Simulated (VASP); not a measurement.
# ZnS (P6_3mc) in VASP: a series of runs

Runs on ZnS. Level: PBE. Tasks: single point.

Program: VASP 6.6.1. These are calculated values, not measurements. Logs are shortened: lines on timing, memory, paths and dates and some standing lists are left out, and cuts for length are marked.

## (1) The cell of the first run

It takes space group P6_3mc (No. 186, hexagonal). Conventional cell: a = 3.821 Å, b = 3.821 Å, c = 6.240 Å, α = 90.00°, β = 90.00°, γ = 120.00°. Zn (site symmetry 3m) has 4 S at 2.34 Å within 3.1 Å. Within 3.1 Å of S (site symmetry 3m) lie 4 Zn at 2.34 Å.

## (2) Single point, PBE

Contents of INCAR:

```
SYSTEM = ZnS
  PREC = Accurate
  ENCUT = 520
  EDIFF = 1E-7
  ISMEAR = 0
  SIGMA = 0.1
  LREAL = .FALSE.
  LASPH = .TRUE.
  NELM = 100
  ALGO = Normal
  ISIF = 2
  LWAVE = .FALSE.
  LCHARG = .FALSE.
  GGA = PE
  NBANDS = 26
```

Contents of KPOINTS:

```
Automatic mesh
0
G
  6 6 4
  0 0 0
```

Contents of POSCAR:

```
ZnS
1.0
    3.8212050000      0.0000000000      0.0000000000
   -1.9106030000      3.3092610000      0.0000000000
    0.0000000000      0.0000000000      6.2400020000
Zn S
2 2
Direct
    0.0000000000      0.0000000000      0.0000000000
    0.3333333300      0.6666666700      0.5000000000
    0.0000000000      0.0000000000      0.3750000000
    0.3333333300      0.6666666700      0.8750000000
```

Potentials or basis: VASP PAW PBE potentials, release 64 (Zn, S).

The run is started by

```sh
> cat potpaw_PBE.64/Zn/POTCAR potpaw_PBE.64/S/POTCAR > POTCAR
> mpirun -np 1 vasp_std > vasp.out
```

OUTCAR:

```text
SYSTEM = ZnS
   PREC = Accurate
   ENCUT = 520
   EDIFF = 1E-7
   ISMEAR = 0
   LREAL = .FALSE.
   LASPH = .TRUE.
   NELM = 100
   ISIF = 2
   GGA = PE

 ion  position               nearest neighbor table
   1  0.000  0.000  0.000-   4 2.34   3 2.34   4 2.34   4 2.34
   2  0.333  0.667  0.500-   3 2.34   4 2.34   3 2.34   3 2.34
   3  0.000  0.000  0.375-   2 2.34   1 2.34   2 2.34   2 2.34
   4  0.333  0.667  0.875-   1 2.34   2 2.34   1 2.34   1 2.34

  LATTYP: Found a hexagonal cell.
 ALAT       =     3.8212050000
 C/A-ratio  =     1.6329932574

  Lattice vectors:

 A1 = (   3.8212050000,   0.0000000000,   0.0000000000)
 A2 = (  -1.9106030000,   3.3092610000,   0.0000000000)
 A3 = (   0.0000000000,   0.0000000000,   6.2400020000)

Analysis of symmetry for initial positions (statically):
=====================================================================
 Subroutine PRICEL returns:
 Original cell was already a primitive cell.

 Routine SETGRP: Setting up the symmetry group for a
 hexagonal supercell.

 Subroutine GETGRP returns: Found 12 space group operations
 (whereof  6 operations were pure point group operations)
 out of a pool of 24 trial point group operations.

The static configuration has the point symmetry C_3v.
 The point group associated with its full space group is C_6v.

Analysis of symmetry for dynamics (positions and initial velocities):
=====================================================================
 Subroutine PRICEL returns:
 Original cell was already a primitive cell.

 Routine SETGRP: Setting up the symmetry group for a
 hexagonal supercell.

 Subroutine GETGRP returns: Found 12 space group operations
 (whereof  6 operations were pure point group operations)
 out of a pool of 24 trial point group operations.

The dynamic configuration has the point symmetry C_3v.
 The point group associated with its full space group is C_6v.

 Subroutine INISYM returns: Found 12 space group operations
 (whereof  6 operations are pure point group operations),
 and found     1 'primitive' translations

----------------------------------------------------------------------------------------

                                     Primitive cell

  volume of cell :      78.9071

  direct lattice vectors                    reciprocal lattice vectors
     3.821205000  0.000000000  0.000000000     0.261697554  0.151091174  0.000000000
    -1.910603000  3.309261000  0.000000000     0.000000000  0.302182270  0.000000000
     0.000000000  0.000000000  6.240002000     0.000000000  0.000000000  0.160256359

  length of vectors
[... 85 lines left out ...]
   NSW    =      0    number of steps for IOM
   IBRION =     -1    ionic relax: 0-MD 1-quasi-New 2-CG
   NFREE  =      0    steps in history (QN), initial steepest desc. (CG)
   ISIF   =      2    stress and relaxation
   ISYM   =      2    0-nonsym 1-usesym 2-fastsym
   POTIM  = 0.5000    time-step for ionic-motion
   TEBEG  =    0.0;   TEEND  =   0.0 temperature during run
   PSTRESS=    0.0 pullay stress
   NELECT =      36.0000    total number of electrons
   NUPDOWN=      -1.0000    fix difference up-down
   EMIN   =  10.00;   EMAX   =-10.00  energy-range for DOS
   EFERMI =   0.00;   METHOD = LEGACY
   ISMEAR =     0;   SIGMA  =   0.10  broadening in eV -4-tet -1-fermi 0-gaus
   EFERMI_NEDOS =   21; number of points for ismear=-14 and -15
   IALGO  =     38    algorithm
   IMIX   =      4    mixing-type and parameters
     AMIX     =   0.40;   BMIX     =  1.00
     AMIX_MAG =   1.60;   BMIX_MAG =  1.00
  volume/ion in A,a.u.               =      19.73       133.12
  Fermi-wavevector in a.u.,A,eV,Ry     =   1.260289  2.381602 21.610535  1.588330
  Thomas-Fermi vector in A             =   2.393807
   LORBIT       =      0    0 simple, 1 ext, 2 COOP (PROOUT), +10 PAW based schemes
   GGA     = PE    functional components
   LHFCALC =     F    Hartree Fock is set to
   AEXX    =    0.0000 exact exchange contribution
   IVDW    =     0    specifies the selected vdW correction
   LEPSILON=     F    determine dielectric tensor
   LRPA    =     F    only Hartree local field effects (RPA)
 non-spin polarized calculation
 Gauss-broadening in eV      SIGMA  =   0.10
  energy-cutoff  :      520.00
  volume of cell :       78.91
 maximum number of plane-waves:      2142
   NGX = 15   NGY = 15   NGZ = 23

 number of electron      35.9999987 magnetization

 Free energy of the ion-electron system (eV)
  ---------------------------------------------------
  ext. energy  EPLUGINS =         0.00000000
  ---------------------------------------------------
  free energy    TOTEN  =       -13.67882465 eV

  energy without entropy =      -13.67882465  energy(sigma->0) =      -13.67882465

 E-fermi :   2.5491     XC(G=0):  -9.6231

 val. band max:        2.1201108544   @ k =   0.0000   0.0000   0.0000
 cond. band min:       4.3156760242   @ k =   0.0000   0.0000   0.0000
 fundamental gap:      2.1955651698
 Fermi energy:         2.5490958869

 k-point     1 :       0.0000    0.0000    0.0000
  band No.  band energies     occupation
      1     -11.0395      2.00000
      2     -10.1001      2.00000
      3      -4.2174      2.00000
      4      -4.2052      2.00000
      5      -4.2052      2.00000
      6      -4.1231      2.00000
[... 598 lines left out ...]
     25      11.8618      0.00000
     26      11.8618      0.00000

------------------------ aborting loop because EDIFF is reached ----------------------------------------

  FORCE on cell =-STRESS in cart. coord.  units (eV):
  Direction    XX          YY          ZZ          XY          YZ          ZX
  --------------------------------------------------------------------------------------
  -------------------------------------------------------------------------------------
  Total        0.8297774      0.8297776      1.0660776     -0.0000001      0.0000000      0.0000000
  in kB       16.8483003     16.8483043     21.6462817     -0.0000025      0.0000000      0.0000000
  external PRESSURE =      18.4476288 kB  Pullay stress =       0.0000000 kB

 VOLUME and BASIS-vectors are now :
 -----------------------------------------------------------------------------
  energy-cutoff  :      520.00
  volume of cell :       78.91
      direct lattice vectors                 reciprocal lattice vectors
     3.821205000  0.000000000  0.000000000     0.261697554  0.151091174  0.000000000
    -1.910603000  3.309261000  0.000000000     0.000000000  0.302182270  0.000000000
     0.000000000  0.000000000  6.240002000     0.000000000  0.000000000  0.160256359

 POSITION                                       TOTAL-FORCE (eV/Angst)
 -----------------------------------------------------------------------------------
      0.00000      0.00000      0.00000        -0.000000     -0.000000     -0.004134
     -0.00000      2.20617      3.12000         0.000000      0.000000     -0.004134
      0.00000      0.00000      2.34000        -0.000000      0.000000      0.004134
     -0.00000      2.20617      5.46000         0.000000     -0.000000      0.004134
 -----------------------------------------------------------------------------------
    total drift:                                0.000007     -0.000005      0.000042

  FREE ENERGIE OF THE ION-ELECTRON SYSTEM (eV)
  ---------------------------------------------------
  free  energy   TOTEN  =       -13.6788246517 eV

  energy  without entropy=      -13.6788246517  energy(sigma->0) =      -13.67882465
```

OSZICAR:

```text
N       E                     dE             d eps       ncg     rms          rms(c)
DAV:   1     0.246004981182E+03    0.24600E+03   -0.17279E+04  1092   0.169E+03
DAV:   2     0.118792881023E+02   -0.23413E+03   -0.22331E+03  1092   0.350E+02
DAV:   3    -0.138361722957E+02   -0.25715E+02   -0.25431E+02  1318   0.113E+02
DAV:   4    -0.145250648570E+02   -0.68889E+00   -0.68733E+00  1242   0.185E+01
DAV:   5    -0.145352869883E+02   -0.10222E-01   -0.10220E-01  1346   0.229E+00    0.976E+00
DAV:   6    -0.136886671775E+02    0.84662E+00   -0.16301E+00  1626   0.369E+01    0.750E+00
DAV:   7    -0.136843680363E+02    0.42991E-02   -0.12296E+00  1150   0.648E+00    0.343E+00
DAV:   8    -0.136779392375E+02    0.64288E-02   -0.35220E-02  1350   0.180E+00    0.969E-01
DAV:   9    -0.136784576216E+02   -0.51838E-03   -0.90722E-03  1450   0.132E+00    0.228E-01
DAV:  10    -0.136786027008E+02   -0.14508E-03   -0.60576E-04  1270   0.331E-01    0.942E-02
DAV:  11    -0.136788221924E+02   -0.21949E-03   -0.34633E-04  1134   0.120E-01    0.565E-02
DAV:  12    -0.136788213964E+02    0.79604E-06   -0.12960E-05  1310   0.360E-02    0.104E-02
DAV:  13    -0.136788246089E+02   -0.32125E-05   -0.53473E-06  1138   0.169E-02    0.240E-03
DAV:  14    -0.136788246517E+02   -0.42804E-07   -0.53416E-07  1330   0.154E-02
   1 F= -.13678825E+02 E0= -.13678825E+02  d E =-.799363E-11
```

Run time: 53 s. Hardware: 1 thread of AMD EPYC 7R43 (Zen 3), shared host; peak memory 0.16 GiB.

Results:

* Free energy: -13.6788 eV
* Pressure: 1.8 GPa
* Largest force: 0.004 eV/Å
* Band gap on the k mesh: 2.20 eV, direct

Forces on the atoms (eV/Å):
```
Zn   0.000  0.000 -0.004
Zn   0.000  0.000 -0.004
S    0.000  0.000  0.004
S    0.000  0.000  0.004
```

PBE gaps usually lie below the measured ones, often by a third to a half.

(Continued in part 2 of 2.)
